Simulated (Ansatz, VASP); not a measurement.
**AlGa3Sb4 in VASP and in Ansatz**

Contents of INCAR:

```
ALGO = Normal
EDIFF = 1E-6
ENCUT = 520
GGA = PE
ISIF = 2
ISMEAR = 0
LASPH = True
LCHARG = False
LREAL = False
LWAVE = False
NBANDS = 41
NELM = 80
PREC = Accurate
SIGMA = 0.2
```

The input KPOINTS:

```
k-points
0
Gamma
  4 4 4
```

Contents of POSCAR:

```
AlGa3Sb4
1.0
    6.2164310000      0.0000000000      0.0000000000
    0.0000000000      6.2164310000      0.0000000000
    0.0000000000      0.0000000000      6.2164310000
Al Ga Sb
1 3 4
Direct
    0.5000000000      0.5000000000      0.5000000000
    0.5000000000      0.0000000000      0.0000000000
    0.0000000000      0.5000000000      0.0000000000
    0.0000000000      0.0000000000      0.5000000000
    0.7500880000      0.7500880000      0.2499120000
    0.7500880000      0.2499120000      0.7500880000
    0.2499120000      0.7500880000      0.7500880000
    0.2499120000      0.2499120000      0.2499120000
```

Input for Ansatz:

```yaml
crystal:
  lattice:
    - [6.216431, 0.0, 0.0]
    - [0.0, 6.216431, 0.0]
    - [0.0, 0.0, 6.216431]
  atoms:
    - { symbol: Al, position: [0.5, 0.5, 0.5] }
    - { symbol: Ga, position: [0.5, 0.0, 0.0] }
    - { symbol: Ga, position: [0.0, 0.5, 0.0] }
    - { symbol: Ga, position: [0.0, 0.0, 0.5] }
    - { symbol: Sb, position: [0.750088, 0.750088, 0.249912] }
    - { symbol: Sb, position: [0.750088, 0.249912, 0.750088] }
    - { symbol: Sb, position: [0.249912, 0.750088, 0.750088] }
    - { symbol: Sb, position: [0.249912, 0.249912, 0.249912] }
basis:
  ecutwfc: 420
kpoints:
  mp_grid: { grid: [4, 4, 4] }
hamiltonian:
  xc: pbe
scf:
  occupations: { method: gaussian, width: 0.2 }
  lower_state_search: "off"
output:
  forces: true
  stress: true
  eigenvalues: true
```

Alike in both runs: task single point; functional PBE; k mesh 4 × 4 × 4; occupations gaussian, width 0.2 eV; no spin polarisation.

|  | VASP | Ansatz |
| --- | --- | --- |
| version | VASP 6.6.1 | Ansatz 0.2.0 |
| potentials or method | VASP PAW PBE potentials, release 64 (Al, Ga_d, Sb), cutoff 520 eV | scalar-relativistic, plane waves, PAW |
| valence electrons in the cell | 62 | 102 |

|  | VASP | Ansatz | Ansatz less VASP |
| --- | --- | --- | --- |
| gap on the k mesh at the Fermi level (eV) | none | none | - |
| pressure (GPa) | 0.2 | 0.1 | -0.10 |
| rms of the force components (eV/Å) | 0.006 | 0.002 | -0.0038 |

Atom by atom the forces differ by 0.004 eV/Å (rms over components). A gap of «none» marks a metal or a gap that the smearing closes. The functional is the same, so the differences come from potentials, cutoffs and numerics. VASP's potentials hold 62 valence electrons a cell and Ansatz's 102, so a difference there can come from the potentials and not from the codes.

Spin-orbit coupling is off throughout.
